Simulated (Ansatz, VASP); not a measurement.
Two plane-wave programs on AlP

File INCAR:

```
PREC = Accurate
ENCUT = 500
EDIFF = 1E-6
ISMEAR = 0
SIGMA = 0.01
LREAL = F
LASPH = T
NELM = 120
ALGO = Normal
ISIF = 2
LWAVE = F
LCHARG = F
GGA = PE
NBANDS = 11
GGA_COMPAT = F
```

KPOINTS

```
regular mesh
0
Gamma
  6 6 6
```

File POSCAR:

```
AlP
1.0
    0.0000000000      2.6971929585      2.6971929585
    2.6971929585      0.0000000000      2.6971929585
    2.6971929585      2.6971929585      0.0000000000
Al P
1 1
Direct
    0.0000000000      0.0000000000      0.0000000000
    0.2500000000      0.2500000000      0.2500000000
```

Input for Ansatz:

```yaml
crystal:
  lattice:
    - [0.0, 2.6971929585, 2.6971929585]
    - [2.6971929585, 0.0, 2.6971929585]
    - [2.6971929585, 2.6971929585, 0.0]
  atoms:
    - { symbol: Al, position: [0.0, 0.0, 0.0] }
    - { symbol: P, position: [0.25, 0.25, 0.25] }
kpoints:
  mp_grid: { grid: [6, 6, 6] }
hamiltonian:
  xc: pbe
scf:
  occupations: { method: fixed }
  n_extra_bands: 4
output:
  forces: true
  stress: true
  eigenvalues: true
```

Alike in both runs: task single point; functional PBE; k mesh 6 × 6 × 6; no spin polarisation.

```csv
,VASP,Ansatz
version,VASP 6.6.1,Ansatz 0.2.0
potentials or method,"VASP PAW PBE potentials, release 64 (Al, P)","plane waves, PAW"
plane-wave cutoff (eV),500,420
occupations,"gaussian, width 0.01 eV",fixed
valence electrons in the cell,8,8
```

Ansatz gave:

```
gap on the k mesh at the Fermi level (eV) : 1.50
pressure (GPa)                            : 5.9
```

**Question.** Estimate VASP's values.

**Answer.** gap on the k mesh at the Fermi level (eV): 1.50; pressure (GPa): 5.8.
